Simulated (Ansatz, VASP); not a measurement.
## One calculation of Pb, two programs

Contents of INCAR:

```
SYSTEM = Pb
PREC = Accurate ; ENCUT = 520
EDIFF = 1E-6 ; ISMEAR = 0
SIGMA = 0.1 ; LREAL = .False.
LASPH = .True. ; NELM = 80
ALGO = Normal ; ISIF = 2
LWAVE = .False. ; LCHARG = .True.
GGA = PS ; LELF = .True.
LVHAR = .True. ; NBANDS = 13
```

File KPOINTS:

```
regular mesh
0
Gamma
  6 6 6
  0 0 0
```

Contents of POSCAR:

```
Pb
1.0
    0.0000000000      2.4179375462      2.4179375462
    2.4179375462      0.0000000000      2.4179375462
    2.4179375462      2.4179375462      0.0000000000
Pb
1
Direct
    0.0000000000      0.0000000000      0.0000000000
```

Input for Ansatz:

```yaml
crystal:
  lattice:
    - [0.0, 2.4179375462, 2.4179375462]
    - [2.4179375462, 0.0, 2.4179375462]
    - [2.4179375462, 2.4179375462, 0.0]
  atoms:
    - { symbol: Pb, position: [0.0, 0.0, 0.0] }
basis:
  ecutwfc: 420
kpoints:
  mp_grid: { grid: [6, 6, 6] }
hamiltonian:
  xc: pbesol
scf:
  occupations: { method: gaussian, width: 0.1 }
output:
  forces: true
  stress: true
  eigenvalues: true
```

Alike in both runs: task single point; functional PBEsol; k mesh 6 × 6 × 6; occupations gaussian, width 0.1 eV; no spin polarisation.

```csv
,VASP,Ansatz
version,VASP 6.6.1,Ansatz 0.2.0
potentials or method,"VASP PAW PBE potentials, release 64 (Pb_d), cutoff 520 eV","scalar-relativistic, plane waves, PAW"
valence electrons in the cell,14,14
```

Ansatz gave:

- gap on the k mesh at the Fermi level (eV): none
- pressure (GPa): 4.5

Problem. Estimate VASP's values.

Solution. gap on the k mesh at the Fermi level (eV): none; pressure (GPa): 4.4.

VASP's potentials were made for PBE, not for PBEsol. A gap of «none» marks a metal or a gap that the smearing closes. With one functional, cell and mesh, what is left measures potentials, basis and numerics.

The k mesh is coarse, so the values compare programs but aren't converged. Neither program's run includes spin-orbit coupling.
